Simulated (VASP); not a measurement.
# Ba (Im-3m) in VASP: notebook

Ba is run at these levels: PBE; tasks: single point.

Everything below comes from runs of VASP 6.6.1. Logs are shortened: lines on timing, memory, paths and dates and some standing lists are left out, and cuts for length are marked.

## Step 1: The cell of the first run

The structure is cubic, space group Im-3m (No. 229). The conventional cell has a = 4.844 Å, b = 4.844 Å, c = 4.844 Å, α = 90.00°, β = 90.00°, γ = 90.00°. Within 5.5 Å of Ba (site symmetry m-3m) lie 14 Ba at 4.20 to 4.84 Å.

## Step 2: Single point, PBE (56.84 Å³/atom)

Contents of INCAR:

```
SYSTEM = Ba
  PREC = Accurate
  ENCUT = 520
  EDIFF = 1E-6
  ISMEAR = -5
  SIGMA = 0.05
  LREAL = .FALSE.
  LASPH = .TRUE.
  NELM = 60
  ALGO = Fast
  ISIF = 2
  LWAVE = .FALSE.
  LCHARG = .FALSE.
  GGA = PE
  NBANDS = 11
```

Contents of KPOINTS:

```
Automatic mesh
0
G
  8 8 8
  0 0 0
```

Contents of POSCAR:

```
Ba
1.0
   -2.4221483429      2.4221483429      2.4221483429
    2.4221483429     -2.4221483429      2.4221483429
    2.4221483429      2.4221483429     -2.4221483429
Ba
1
Direct
    0.0000000000      0.0000000000      0.0000000000
```

Potentials or basis: VASP PAW PBE potentials, release 64 (Ba_sv).

The run is started by

```bash
cat potpaw_PBE.64/Ba_sv/POTCAR > POTCAR
mpirun -np 1 vasp_std > vasp.out
```

OUTCAR:

```text
SYSTEM = Ba
   PREC = Accurate
   ENCUT = 520
   EDIFF = 1E-6
   ISMEAR = -5
   LREAL = .FALSE.
   LASPH = .TRUE.
   NELM = 60
   ISIF = 2
   GGA = PE

 ion  position               nearest neighbor table
   1  0.000  0.000  0.000-

  LATTYP: Found a body centered cubic cell.
 ALAT       =     4.8442966858

  Lattice vectors:

 A1 = (  -2.4221483429,   2.4221483429,   2.4221483429)
 A2 = (   2.4221483429,  -2.4221483429,   2.4221483429)
 A3 = (   2.4221483429,   2.4221483429,  -2.4221483429)

Analysis of symmetry for initial positions (statically):
=====================================================================
 Subroutine PRICEL returns:
 Original cell was already a primitive cell.

 Routine SETGRP: Setting up the symmetry group for a
 body centered cubic supercell.

 Subroutine GETGRP returns: Found 48 space group operations
 (whereof 48 operations were pure point group operations)
 out of a pool of 48 trial point group operations.

The static configuration has the point symmetry O_h .

Analysis of symmetry for dynamics (positions and initial velocities):
=====================================================================
 Subroutine PRICEL returns:
 Original cell was already a primitive cell.

 Routine SETGRP: Setting up the symmetry group for a
 body centered cubic supercell.

 Subroutine GETGRP returns: Found 48 space group operations
 (whereof 48 operations were pure point group operations)
 out of a pool of 48 trial point group operations.

The dynamic configuration has the point symmetry O_h .

 Subroutine INISYM returns: Found 48 space group operations
 (whereof 48 operations are pure point group operations),
 and found     1 'primitive' translations

----------------------------------------------------------------------------------------

                                     Primitive cell

  volume of cell :      56.8411

  direct lattice vectors                    reciprocal lattice vectors
    -2.422148343  2.422148343  2.422148343     0.000000000  0.206428315  0.206428315
     2.422148343 -2.422148343  2.422148343     0.206428315  0.000000000  0.206428315
     2.422148343  2.422148343 -2.422148343     0.206428315  0.206428315  0.000000000

  length of vectors
     4.195283993  4.195283993  4.195283993     0.291933722  0.291933722  0.291933722

  position of ions in fractional coordinates (direct lattice)
[... 85 lines left out ...]
   ISIF   =      2    stress and relaxation
   ISYM   =      2    0-nonsym 1-usesym 2-fastsym
   POTIM  = 0.5000    time-step for ionic-motion
   TEBEG  =    0.0;   TEEND  =   0.0 temperature during run
   PSTRESS=    0.0 pullay stress
   NELECT =      10.0000    total number of electrons
   NUPDOWN=      -1.0000    fix difference up-down
   EMIN   =  10.00;   EMAX   =-10.00  energy-range for DOS
   EFERMI =   0.00;   METHOD = LEGACY
   ISMEAR =    -5;   SIGMA  =   0.05  broadening in eV -4-tet -1-fermi 0-gaus
   EFERMI_NEDOS =   21; number of points for ismear=-14 and -15
   IALGO  =     68    algorithm
   IMIX   =      4    mixing-type and parameters
     AMIX     =   0.40;   BMIX     =  1.00
     AMIX_MAG =   1.60;   BMIX_MAG =  1.00
  volume/ion in A,a.u.               =      56.84       383.58
  Fermi-wavevector in a.u.,A,eV,Ry     =   0.917320  1.733483 11.448971  0.841476
  Thomas-Fermi vector in A             =   2.042275
   LORBIT       =      0    0 simple, 1 ext, 2 COOP (PROOUT), +10 PAW based schemes
   GGA     = PE    functional components
   LHFCALC =     F    Hartree Fock is set to
   AEXX    =    0.0000 exact exchange contribution
   IVDW    =     0    specifies the selected vdW correction
   LEPSILON=     F    determine dielectric tensor
   LRPA    =     F    only Hartree local field effects (RPA)
 non-spin polarized calculation
 RMM-DIIS sequential band-by-band and
 Fermi weights with tetrahedron method with Bloechl corrections
  energy-cutoff  :      520.00
  volume of cell :       56.84
 maximum number of plane-waves:      1566
   NGX = 15   NGY = 15   NGZ = 15

 number of electron      10.0000001 magnetization

 Free energy of the ion-electron system (eV)
  ---------------------------------------------------
  ext. energy  EPLUGINS =         0.00000000
  ---------------------------------------------------
  free energy    TOTEN  =        -1.88771694 eV

  energy without entropy =       -1.88771694  energy(sigma->0) =       -1.88771694

 E-fermi :   1.9516     XC(G=0):  -7.7453

 val. band max:        1.8654073831   @ k =   0.3750   0.2500  -0.0000
 cond. band min:       1.8705168010   @ k =  -0.3750   0.5000   0.2500
 fundamental gap:      0.0051094178
 Fermi energy:         1.9515700386

 k-point     1 :       0.0000    0.0000    0.0000
  band No.  band energies     occupation
      1     -26.7168      2.00000
      2     -11.5958      2.00000
      3     -11.5958      2.00000
      4     -11.5958      2.00000
      5      -0.7888      2.00000
      6       3.9461      0.00000
      7       3.9461      0.00000
      8       3.9461      0.00000
      9       5.4933      0.00000
     10       5.4933      0.00000
     11       9.2398      0.00000
[... 309 lines left out ...]
 k-point    24 :      -0.3750    0.3750    0.2500
  band No.  band energies     occupation
      1     -26.6331      2.00000
      2     -12.0694      2.00000
      3     -11.8856      2.00000
      4     -11.8302      2.00000
      5       1.7140      1.99954
      6       2.1810      0.04011
      7       4.0303      0.00000
      8       4.2914      0.00000
      9       5.9686      0.00000
     10       6.3329      0.00000
     11       9.8902      0.00000

 [... further k-points ...]

------------------------ aborting loop because EDIFF is reached ----------------------------------------

  FORCE on cell =-STRESS in cart. coord.  units (eV):
  Direction    XX          YY          ZZ          XY          YZ          ZX
  --------------------------------------------------------------------------------------
  -------------------------------------------------------------------------------------
  Total        0.4209712      0.4209712      0.4209712      0.0000000      0.0000000     -0.0000000
  in kB       11.8659012     11.8659012     11.8659012      0.0000000      0.0000000     -0.0000000
  external PRESSURE =      11.8659012 kB  Pullay stress =       0.0000000 kB

 VOLUME and BASIS-vectors are now :
 -----------------------------------------------------------------------------
  energy-cutoff  :      520.00
  volume of cell :       56.84
      direct lattice vectors                 reciprocal lattice vectors
    -2.422148343  2.422148343  2.422148343     0.000000000  0.206428315  0.206428315
     2.422148343 -2.422148343  2.422148343     0.206428315  0.000000000  0.206428315
     2.422148343  2.422148343 -2.422148343     0.206428315  0.206428315  0.000000000

 POSITION                                       TOTAL-FORCE (eV/Angst)
 -----------------------------------------------------------------------------------
      0.00000      0.00000      0.00000         0.000000     -0.000000     -0.000000
 -----------------------------------------------------------------------------------
    total drift:                               -0.000000      0.000000     -0.000000

  FREE ENERGIE OF THE ION-ELECTRON SYSTEM (eV)
  ---------------------------------------------------
  free  energy   TOTEN  =        -1.8877169410 eV

  energy  without entropy=       -1.8877169410  energy(sigma->0) =       -1.88771694
```

OSZICAR:

```text
N       E                     dE             d eps       ncg     rms          rms(c)
DAV:   1     0.507573103672E+02    0.50757E+02   -0.43363E+03   638   0.758E+02
DAV:   2     0.417622875178E+00   -0.50340E+02   -0.49202E+02   746   0.142E+02
DAV:   3    -0.181463396669E+01   -0.22323E+01   -0.22187E+01   792   0.297E+01
DAV:   4    -0.188883937455E+01   -0.74205E-01   -0.74167E-01   854   0.499E+00
DAV:   5    -0.189073017483E+01   -0.18908E-02   -0.18932E-02   851   0.628E-01    0.184E+00
RMM:   6    -0.188817183765E+01    0.25583E-02   -0.30183E-03   682   0.567E-01    0.110E+00
RMM:   7    -0.188726700160E+01    0.90484E-03   -0.84296E-03   749   0.101E+00    0.397E-02
RMM:   8    -0.188766710744E+01   -0.40011E-03   -0.18862E-03   865   0.267E-01    0.220E-02
RMM:   9    -0.188770468890E+01   -0.37581E-04   -0.21962E-04   915   0.716E-02    0.136E-02
RMM:  10    -0.188771194441E+01   -0.72555E-05   -0.37904E-05   904   0.424E-02    0.500E-03
RMM:  11    -0.188771699502E+01   -0.50506E-05   -0.71543E-06   815   0.127E-02    0.267E-03
RMM:  12    -0.188771694102E+01    0.54005E-07   -0.20148E-06   621   0.745E-03
   1 F= -.18877169E+01 E0= -.18877169E+01  d E =0.000000E+00
```

It took 28 s on 1 thread of AMD EPYC 7R13, shared host; peak memory 0.15 GiB.

What came out:

```
Free energy            : -1.8877 eV
Pressure               : 1.2 GPa
Band gap on the k mesh : zero (bands 5 and 6 overlap by 1.32 eV)
```

Caveat: spin-orbit coupling is left out, which moves the levels of the heavy elements; tetrahedron occupations give inexact forces and stress in metals.

(Part 1 of 2 ends here.)
